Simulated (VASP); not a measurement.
Wanted: the native input for a VASP 6.6.1 run.

- Task: single point
- Functional: HF
- Potentials or basis: VASP PAW PBE potentials, release 64 (P, B_h)
- Cutoff: 1000 eV
- k mesh: 5 × 5 × 5
- Occupations: fermi-dirac, width 0.05 eV
- Spin: no spin polarisation
- Dipole correction: no
- Grid for exact exchange (PRECFOCK): Normal
- Further INCAR settings: ALGO = Normal; EDIFF = 1e-06; NBANDS = 11
- Share of exact exchange: 1

The system is BP.

```xyz
2
Lattice="0.0000 2.2989 2.2989 2.2989 0.0000 2.2989 2.2989 2.2989 0.0000" Properties=species:S:1:pos:R:3 pbc="T T T"
P     3.4483    3.4483    3.4483
B     0.0000    0.0000    0.0000
```

One way to write it, as run:

POSCAR

```
BP
1.0
    0.0000000000      2.2988586873      2.2988586873
    2.2988586873      0.0000000000      2.2988586873
    2.2988586873      2.2988586873      0.0000000000
P B
1 1
Direct
    0.7500000000      0.7500000000      0.7500000000
    0.0000000000      0.0000000000      0.0000000000
```

INCAR.step1

```
SYSTEM = BP
  PREC = Accurate
  ENCUT = 1000
  EDIFF = 1E-5
  ISMEAR = -1
  SIGMA = 0.05
  LREAL = .False.
  LASPH = .True.
  NELM = 120
  ALGO = Normal
  ISIF = 2
  LWAVE = .True.
  LCHARG = .False.
  GGA = PE
  NBANDS = 11
  GGA_COMPAT = .False.
```

INCAR.step2

```
SYSTEM = BP
  PREC = Accurate
  ENCUT = 1000
  EDIFF = 1E-6
  ISMEAR = -1
  SIGMA = 0.05
  LREAL = .False.
  LASPH = .True.
  NELM = 120
  ALGO = Normal
  ISIF = 2
  LWAVE = .False.
  LCHARG = .False.
  GGA = PE
  LHFCALC = .True.
  AEXX = 1.0
  ALDAC = 0.0
  AGGAC = 0.0
  PRECFOCK = Normal
  ISTART = 1
  NBANDS = 11
  GGA_COMPAT = .False.
```

KPOINTS

```
Automatic mesh
0
Gamma
  5 5 5
  0 0 0
```

Potentials or basis: VASP PAW PBE potentials, release 64 (P, B_h).

Command:

```sh
$ cat potpaw_PBE.64/P/POTCAR potpaw_PBE.64/B_h/POTCAR > POTCAR
$ cp INCAR.step1 INCAR
$ mpirun -np 1 vasp_std > vasp.out
$ cp INCAR.step2 INCAR
$ mpirun -np 1 vasp_std > vasp.out
```

Results of the run:

- Pressure: -3.2 GPa
- Band gap on the k mesh: 8.09 eV (least direct gap 10.86 eV)

Caveat: the k points lie up to 0.47 Å⁻¹ apart; the PAW data sets were made with another functional, which shifts forces and pressure a little; an odd mesh through Γ misses points on the zone boundary, where band edges can lie.

Run time: 15 min on 1 thread of Intel(R) Xeon(R) Platinum 8375C CPU @ 2.90GHz (Ice Lake), on a shared host, peak memory 0.21 GiB.
